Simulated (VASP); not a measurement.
# MnV (Pm-3m) in VASP: single point with LDA

Aim: the single point of MnV with LDA.

Program: VASP 6.6.1. These are calculated values, not measurements. Logs are shortened: lines on timing, memory, paths and dates and some standing lists are left out, and cuts for length are marked.

## 1. The cell of the first run

Symmetry: Pm-3m, No. 221, cubic system. Conventional cell: a = 2.900 Å, b = 2.900 Å, c = 2.900 Å, α = 90.00°, β = 90.00°, γ = 90.00°. Mn (site symmetry m-3m) has 8 V at 2.51 Å and 6 Mn at 2.90 Å within 3.3 Å. V (site symmetry m-3m) has 8 Mn at 2.51 Å and 6 V at 2.90 Å within 3.3 Å.

## 2. Single point, LDA, collinear spin, ferromagnetic start

The input, INCAR:

```
SYSTEM = MnV
PREC = Accurate ; ENCUT = 520
EDIFF = 1E-7 ; ISMEAR = -1
SIGMA = 0.05 ; LREAL = .FALSE.
LASPH = .TRUE. ; NELM = 150
ALGO = Normal ; ISIF = 2
LWAVE = .FALSE. ; LCHARG = .TRUE.
ISPIN = 2 ; MAGMOM = 4 4 2 2
LORBIT = 11 ; LMAXMIX = 4
LELF = .TRUE. ; LVHAR = .TRUE.
NBANDS = 38
```

The input, KPOINTS:

```
Automatic mesh
0
G
  10 10 10
  0 0 0
```

The input, POSCAR:

```
MnV
1.0
    2.9000000000      2.9000000000      0.0000000000
    2.9000000000      0.0000000000      2.9000000000
    2.9000000000      0.0000000000     -2.9000000000
Mn V
2 2
Direct
    0.0000000000      0.0000000000      0.0000000000
    0.0000000000      0.5000000000      0.5000000000
    0.5000000000      0.2500000000      0.7500000000
    0.5000000000      0.7500000000      0.2500000000
```

Potentials or basis: VASP PAW LDA potentials, release 64 (Mn_pv, V_sv).

Command:

```console
> cat potpaw_LDA.64/Mn_pv/POTCAR potpaw_LDA.64/V_sv/POTCAR > POTCAR
> mpirun -np 1 vasp_std > vasp.out
```

OUTCAR:

```text
SYSTEM = MnV
   PREC = Accurate
   ENCUT = 520
   EDIFF = 1E-7
   ISMEAR = -1
   LREAL = .FALSE.
   LASPH = .TRUE.
   NELM = 150
   ISIF = 2
   ISPIN = 2
   LORBIT = 11

 ion  position               nearest neighbor table
   1  0.000  0.000  0.000-   3 2.51   4 2.51   3 2.51   4 2.51   3 2.51   4 2.51   3 2.51   4 2.51
                             2 2.90   2 2.90   2 2.90   2 2.90   2 2.90   2 2.90
   2  0.000  0.500  0.500-   4 2.51   3 2.51   4 2.51   3 2.51   4 2.51   3 2.51   3 2.51   4 2.51
                             1 2.90   1 2.90   1 2.90   1 2.90   1 2.90   1 2.90
   3  0.500  0.250  0.750-   2 2.51   1 2.51   2 2.51   1 2.51   2 2.51   1 2.51   1 2.51   2 2.51
                             4 2.90   4 2.90   4 2.90   4 2.90   4 2.90   4 2.90
   4  0.500  0.750  0.250-   1 2.51   2 2.51   1 2.51   2 2.51   1 2.51   2 2.51   1 2.51   2 2.51
                             3 2.90   3 2.90   3 2.90   3 2.90   3 2.90   3 2.90

  LATTYP: Found a face centered cubic cell.
 ALAT       =     5.8000000000

  Lattice vectors:

 A1 = (   2.9000000000,   2.9000000000,   0.0000000000)
 A2 = (   2.9000000000,   0.0000000000,  -2.9000000000)
 A3 = (   0.0000000000,   2.9000000000,  -2.9000000000)

Analysis of symmetry for initial positions (statically):
=====================================================================
 Subroutine PRICEL returns following result:

  LATTYP: Found a simple cubic cell.
 ALAT       =     2.9000000000
[... 12 lines left out ...]
 Subroutine GETGRP returns: Found 48 space group operations
 (whereof 48 operations were pure point group operations)
 out of a pool of 48 trial point group operations.

The static configuration has the point symmetry O_h .

Analysis of symmetry for dynamics (positions and initial velocities):
=====================================================================
 Subroutine PRICEL returns following result:

  LATTYP: Found a simple cubic cell.
 ALAT       =     2.9000000000
[... 12 lines left out ...]
 Subroutine GETGRP returns: Found 48 space group operations
 (whereof 48 operations were pure point group operations)
 out of a pool of 48 trial point group operations.

The dynamic configuration has the point symmetry O_h .

Analysis of structural, dynamic, and magnetic symmetry:
=====================================================================
 Subroutine PRICEL returns following result:

  LATTYP: Found a simple cubic cell.
 ALAT       =     2.9000000000
[... 12 lines left out ...]
 Subroutine GETGRP returns: Found 48 space group operations
 (whereof 48 operations were pure point group operations)
 out of a pool of 48 trial point group operations.

The overall configuration has the point symmetry O_h .

 Subroutine INISYM returns: Found 48 space group operations
 (whereof 48 operations are pure point group operations),
 and found     2 'primitive' translations

----------------------------------------------------------------------------------------

                                     Primitive cell

  volume of cell :      24.3890

  direct lattice vectors                    reciprocal lattice vectors
     0.000000000  2.900000000  0.000000000     0.000000000  0.344827586  0.000000000
     0.000000000  0.000000000  2.900000000     0.000000000  0.000000000  0.344827586
     2.900000000  0.000000000  0.000000000     0.344827586  0.000000000  0.000000000

  length of vectors
     2.900000000  2.900000000  2.900000000     0.344827586  0.344827586  0.344827586

  position of ions in fractional coordinates (direct lattice)
     0.000000000  0.000000000  0.000000000
     0.500000000  0.500000000  0.500000000

  ion indices of the primitive-cell ions
   primitive index   ion index
                 1           1
                 2           3

----------------------------------------------------------------------------------------

 KPOINTS: Automatic mesh

Automatic generation of k-mesh.
 Grid dimensions read from file:
 generate k-points for:   10   10   10

 Generating k-lattice:

  Cartesian coordinates                     Fractional coordinates (reciprocal lattice)
     0.000000000  0.034482759  0.000000000     0.100000000  0.000000000  0.000000000
     0.017241379 -0.017241379  0.017241379     0.000000000  0.100000000  0.000000000
     0.017241379 -0.017241379 -0.017241379     0.000000000  0.000000000  0.100000000

  Length of vectors
     0.034482759  0.029862945  0.029862945

  Shift w.r.t. Gamma in fractional coordinates (k-lattice)
     0.000000000  0.000000000  0.000000000

 Subroutine IBZKPT returns following result:
 ===========================================

 Found     47 irreducible k-points:

 Following reciprocal coordinates:
            Coordinates               Weight
  0.000000  0.000000  0.000000      1.000000
  0.100000  0.000000  0.000000      6.000000
  0.200000  0.000000  0.000000      6.000000
  0.300000  0.000000  0.000000      6.000000
  0.400000  0.000000  0.000000      6.000000
  0.500000  0.000000  0.000000      3.000000
[... 16 lines left out ...]
  0.000000  0.400000  0.000000      8.000000
  0.100000  0.400000  0.000000     24.000000
 [... further k-points ...]
   k-points           NKPTS =     47   k-points in BZ     NKDIM =     47   number of bands    NBANDS=     38
   number of dos      NEDOS =    301   number of ions     NIONS =      4
   total plane-waves  NPLWV =  32768
   dimension x,y,z NGX =    32 NGY =   32 NGZ =   32
   dimension x,y,z NGXF=    64 NGYF=   64 NGZF=   64
   ions per type =               2   2
   NGX,Y,Z   is equivalent  to a cutoff of  12.97, 12.97, 12.97 a.u.
   NGXF,Y,Z  is equivalent  to a cutoff of  25.94, 25.94, 25.94 a.u.
 SYSTEM =  MnV
   PREC   = accura    normal or accurate (medium, high low for compatibility)
   ISTART =      0    job   : 0-new  1-cont  2-samecut
   ICHARG =      2    charge: 1-file 2-atom 10-const
   ISPIN  =      2    spin polarized calculation?
   LNONCOLLINEAR =      F non collinear calculations
   LSORBIT =      F    spin-orbit coupling
   LASPH  =      T    aspherical Exc in radial PAW
   ENCUT  =  520.0 eV  38.22 Ry    6.18 a.u.   7.63  7.63  7.63*2*pi/ulx,y,z
   NELM   =    150;   NELMIN=  2; NELMDL= -5     # of ELM steps
   EDIFF  = 0.1E-06   stopping-criterion for ELM
   LREAL  =      F    real-space projection
   EDIFFG = 0.1E-05   stopping-criterion for IOM
   NSW    =      0    number of steps for IOM
   IBRION =     -1    ionic relax: 0-MD 1-quasi-New 2-CG
   NFREE  =      0    steps in history (QN), initial steepest desc. (CG)
   ISIF   =      2    stress and relaxation
   ISYM   =      2    0-nonsym 1-usesym 2-fastsym
   POTIM  = 0.5000    time-step for ionic-motion
   TEBEG  =    0.0;   TEEND  =   0.0 temperature during run
   PSTRESS=    0.0 pullay stress
   NELECT =      52.0000    total number of electrons
   NUPDOWN=      -1.0000    fix difference up-down
   EMIN   =  10.00;   EMAX   =-10.00  energy-range for DOS
   EFERMI =   0.00;   METHOD = LEGACY
   ISMEAR =    -1;   SIGMA  =   0.05  broadening in eV -4-tet -1-fermi 0-gaus
   EFERMI_NEDOS =   21; number of points for ismear=-14 and -15
   IALGO  =     38    algorithm
   IMIX   =      4    mixing-type and parameters
     AMIX     =   0.40;   BMIX     =  1.00
     AMIX_MAG =   1.60;   BMIX_MAG =  1.00
  volume/ion in A,a.u.               =      12.19        82.29
  Fermi-wavevector in a.u.,A,eV,Ry     =   1.672379  3.160337 38.053459  2.796850
  Thomas-Fermi vector in A             =   2.757536
   LORBIT       =     11    0 simple, 1 ext, 2 COOP (PROOUT), +10 PAW based schemes
   GGA     = CA    functional components
   LHFCALC =     F    Hartree Fock is set to
   AEXX    =    0.0000 exact exchange contribution
   IVDW    =     0    specifies the selected vdW correction
   LEPSILON=     F    determine dielectric tensor
   LRPA    =     F    only Hartree local field effects (RPA)
 spin polarized calculation
  energy-cutoff  :      520.00
  volume of cell :       48.78
 maximum number of plane-waves:      1363
   NGX = 15   NGY = 15   NGZ = 15

 number of electron      52.0000033 magnetization      -0.0030665

 number of electron      52.0000033 magnetization       0.0000192

 Free energy of the ion-electron system (eV)
  ---------------------------------------------------
  ext. energy  EPLUGINS =         0.00000000
  ---------------------------------------------------
  free energy    TOTEN  =       -41.12150060 eV

  energy without entropy =      -41.10966780  energy(sigma->0) =      -41.11558420

 E-fermi :   9.9925     XC(G=0): -13.7142

 val. band max:        9.9894119877   @ k =   0.3000   0.0000   0.0000
 cond. band min:      10.0002786926   @ k =  -0.4000   0.2000   0.0000
 fundamental gap:      0.0108667049
 Fermi energy:         9.9924559524

 spin component 1

 k-point     1 :       0.0000    0.0000    0.0000
  band No.  band energies     occupation
      1     -53.5706      1.00000
      2     -53.4971      1.00000
      3     -37.5262      1.00000
      4     -37.5262      1.00000
      5     -37.5262      1.00000
      6     -37.4592      1.00000
[... 973 lines left out ...]
     37      16.8162      0.00000
     38      18.0050      0.00000

 [... further k-points ...]

 spin component 2

 k-point     1 :       0.0000    0.0000    0.0000
  band No.  band energies     occupation
      1     -53.5706      1.00000
      2     -53.4972      1.00000
      3     -37.5262      1.00000
      4     -37.5262      1.00000
      5     -37.5262      1.00000
      6     -37.4592      1.00000
[... 973 lines left out ...]
     37      16.8162      0.00000
     38      18.0050      0.00000

 [... further k-points ...]
[... 5 lines left out ...]
  --------------------------------------------------------------------------------------
  -------------------------------------------------------------------------------------
  Total       -6.5290178     -6.5290178     -6.5290178     -0.0000000      0.0000000     -0.0000000
  in kB     -214.4541447   -214.4541447   -214.4541447     -0.0000000      0.0000000     -0.0000000
  external PRESSURE =    -214.4541447 kB  Pullay stress =       0.0000000 kB

 VOLUME and BASIS-vectors are now :
 -----------------------------------------------------------------------------
  energy-cutoff  :      520.00
  volume of cell :       48.78
      direct lattice vectors                 reciprocal lattice vectors
     2.900000000  2.900000000  0.000000000     0.000000000  0.344827586  0.000000000
     2.900000000  0.000000000  2.900000000     0.172413793 -0.172413793  0.172413793
     2.900000000  0.000000000 -2.900000000     0.172413793 -0.172413793 -0.172413793

 POSITION                                       TOTAL-FORCE (eV/Angst)
 -----------------------------------------------------------------------------------
      0.00000      0.00000      0.00000         0.000000     -0.000000     -0.000000
      2.90000      0.00000      0.00000         0.000000     -0.000000     -0.000000
      4.35000      1.45000     -1.45000        -0.000000      0.000000      0.000000
      4.35000      1.45000      1.45000        -0.000000      0.000000     -0.000000
 -----------------------------------------------------------------------------------
    total drift:                                0.000000      0.000000      0.000000

  FREE ENERGIE OF THE ION-ELECTRON SYSTEM (eV)
  ---------------------------------------------------
  free  energy   TOTEN  =       -41.1215005967 eV

  energy  without entropy=      -41.1096678037  energy(sigma->0) =      -41.11558420

 total charge

# of ion       s       p       d       tot
------------------------------------------
    1        0.406   6.347   5.182  11.935
    2        0.406   6.347   5.182  11.935
    3        2.347   6.270   3.032  11.649
    4        2.347   6.270   3.032  11.649
--------------------------------------------------
tot          5.505  25.233  16.429  47.167

 magnetization (x)

# of ion       s       p       d       tot
------------------------------------------
    1        0.000   0.000   0.000   0.000
    2        0.000   0.000   0.000   0.000
    3       -0.000   0.000  -0.000  -0.000
    4       -0.000   0.000  -0.000  -0.000
--------------------------------------------------
tot          0.000   0.000  -0.000   0.000
```

Wall time 1.9 min (1 thread of Intel Xeon Platinum 8488C (Sapphire Rapids), shared host); peak memory 0.25 GiB.

What came out:

| Property | Result |
| --- | --- |
| Free energy | -41.1215 eV |
| Pressure | -21.4 GPa |
| Band gap on the k mesh | zero (filled and empty bands overlap) |
| Net moment | 0.00 μB per cell |
| Valence electrons inside the program's atomic spheres | Mn 11.94; V 11.65 |

Caveat: the starting moments collapsed, and a magnetic state may lie lower.
